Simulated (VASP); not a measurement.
SnTe (wurtzite type): single point with PBE

SnTe (wurtzite type):

```
Sn Te
1.0
     2.90790    0.00000    0.00000
    -1.45395    2.51831    0.00000
     0.00000    0.00000   10.48149
Sn Te
2 2
Direct
  0.33333 0.66667 0.05960
  0.66667 0.33333 0.55960
  0.33333 0.66667 0.31640
  0.66667 0.33333 0.81640
```

```yaml
Program: VASP 6.6.1
Task: single point
Functional: PBE
Potentials_or_basis: VASP PAW PBE potentials, release 64 (Sn_d, Te)
Cutoff: 520 eV
k_mesh: 10 × 10 × 5
Occupations: fermi-dirac, width 0.08 eV
Spin: no spin polarisation
Dipole_correction: no
Further_INCAR_settings: ALGO = Normal; EDIFF = 1e-07; NBANDS = 28
```

- Pressure: 55.1 GPa
- Largest force: 0.014 eV/Å
- Band gap on the k mesh: zero (bands 20 and 21 overlap by 8.18 eV)

Forces in eV/Å, atoms in the order of the input:
```
Sn   0.000  0.000 -0.014
Sn   0.000  0.000 -0.014
Te   0.000  0.000  0.014
Te   0.000  0.000  0.014
```

Levels at points of the mesh, in eV from the Fermi level:
| k point | band 17 | band 18 | band 19 | band 20 | band 21 | band 22 | band 23 | band 24 |
| --- | --- | --- | --- | --- | --- | --- | --- | --- |
| (0.00, 0.00, 0.00) | -1.68 | 5.29 | 5.29 | 5.55 | 5.55 | 5.77 | 9.11 | 9.93 |
| (0.50, 0.00, 0.00) | -4.21 | -4.19 | -3.37 | -1.06 | 0.65 | 1.10 | 3.09 | 4.28 |

Run time: 35 s on 1 thread of Intel(R) Xeon(R) 6975P-C (Granite Rapids), on a shared host, peak memory 0.24 GiB.

Caveat: the cell stands under pressure; spin-orbit coupling is left out, which moves the levels of the heavy elements.
